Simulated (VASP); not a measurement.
Here is a VASP 6.6.1 calculation.

INCAR

```
  PREC = Accurate
  ENCUT = 520
  EDIFF = 1E-6
  ISMEAR = 0
  SIGMA = 0.03
  LREAL = False
  LASPH = True
  NELM = 80
  ALGO = Normal
  ISIF = 2
  LWAVE = False
  LCHARG = False
  NBANDS = 26
```

The input KPOINTS:

```
regular mesh
0
Gamma
  12 12 6
```

File POSCAR:

```
SiGe
1.0
    3.8694935620      0.0000000000      0.0000000000
   -1.9347467810      3.3510797245      0.0000000000
    0.0000000000      0.0000000000      6.3947485195
Si Ge
2 2
Direct
    0.6666666667      0.3333333333      0.8745031008
    0.3333333333      0.6666666667      0.3745031008
    0.6666666667      0.3333333333      0.5161337307
    0.3333333333      0.6666666667      0.0161337307
```

Potentials or basis: VASP PAW LDA potentials, release 64 (Si, Ge_d).

Run with:

```sh
$ cat potpaw_LDA.64/Si/POTCAR potpaw_LDA.64/Ge_d/POTCAR > POTCAR
$ mpirun -np 1 vasp_std > vasp.out
```

Q: What does it give for the largest force?

A: 1.423 eV/Å.

Q: Estimate the pressure.

A: 0.3 GPa.

Q: Predict the band gap on the k mesh.

A: Zero (band 18 reaches 6.01 eV, above the bottom of band 19 at 6.00 eV).

Stress tensor (GPa, compression positive):
```
-1.97  0.00  0.00
 0.00 -1.97  0.00
 0.00  0.00  4.83
```

Caveat: forces of over 1 eV/Å act on the atoms, so gaps and moduli don't describe the material at rest.
